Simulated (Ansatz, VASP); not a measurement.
# InSb3: VASP beside Ansatz

```
CELL_PARAMETERS angstrom
0.00000 -4.81384 0.00000
0.00000 0.00000 -4.81384
9.32767 0.00000 0.00000
ATOMIC_POSITIONS crystal
In 0.00000 0.00000 0.38706
In 0.00000 0.00000 0.90314
Sb 0.00000 0.50000 0.12902
Sb 0.00000 0.50000 0.64510
Sb 0.50000 0.50000 0.38706
Sb 0.50000 0.50000 0.90314
Sb 0.50000 0.00000 0.12902
Sb 0.50000 0.00000 0.64510
```

Alike in both runs: task single point; functional PBE; k mesh 10 × 10 × 5; occupations gaussian, width 0.15 eV; no spin polarisation.

|  | VASP | Ansatz |
| --- | --- | --- |
| version | VASP 6.6.1 | Ansatz 0.2.0 |
| potentials or method | VASP PAW PBE potentials, release 64 (In_d, Sb), cutoff 520 eV | scalar-relativistic, plane waves, PAW |
| valence electrons in the cell | 56 | 116 |

|  | VASP | Ansatz | Ansatz less VASP |
| --- | --- | --- | --- |
| gap on the k mesh at the Fermi level (eV) | none | none | - |
| pressure (GPa) | 2.0 | 2.1 | +0.09 |
| traceless stress, the component that is largest in VASP (GPa) | -0.14 | -0.14 | -0.001 |
| rms of the force components (eV/Å) | 0.186 | 0.184 | -0.0013 |

Atom by atom the forces differ by 0.001 eV/Å (rms over components). A gap of «none» marks a metal or a gap that the smearing closes. The functional is the same, so the differences come from potentials, cutoffs and numerics. VASP's potentials hold 56 valence electrons a cell and Ansatz's 116, so a difference there can come from the potentials and not from the codes.

Neither program's run includes spin-orbit coupling.
